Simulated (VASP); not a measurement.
Runs of VASP 6.6.1 on Ni. The structure is cubic, space group Fm-3m (No. 225). Conventional cell: a = 3.536 Å, b = 3.536 Å, c = 3.536 Å, α = 90.00°, β = 90.00°, γ = 90.00°. Ni (site symmetry m-3m) has 12 Ni at 2.50 Å within 3.3 Å. 

```tsv
spin	fixed moment (μB)	pressure (GPa)	moment (μB)
collinear, ferromagnetic start	1.19	(a)	1.19
collinear, ferromagnetic start	0.24	-3.7	0.24
collinear, ferromagnetic start	-	-2.9	0.60
collinear, ferromagnetic start	1.67	12.3	1.67
collinear, ferromagnetic start	1.43	7.1	1.43
collinear, ferromagnetic start	0.95	-0.2	0.95
collinear, ferromagnetic start	1.91	19.2	1.91
collinear, zero start	0.0	-3.8	0.00
collinear, ferromagnetic start	0.48	-3.3	0.48
collinear, ferromagnetic start	0.71	(b)	0.71
```

Alike in all rows: task single point; level PBE; potentials or basis VASP PAW PBE potentials, release 64 (Ni); cell as given; k mesh 14 × 14 × 14; cutoff (eV) 520; smearing gaussian 0.1 eV.

Fill in the values left out.

(a) 2.9; (b) -2.2.

Caveats: the total moment is fixed, so each spin has its own Fermi level (some runs).
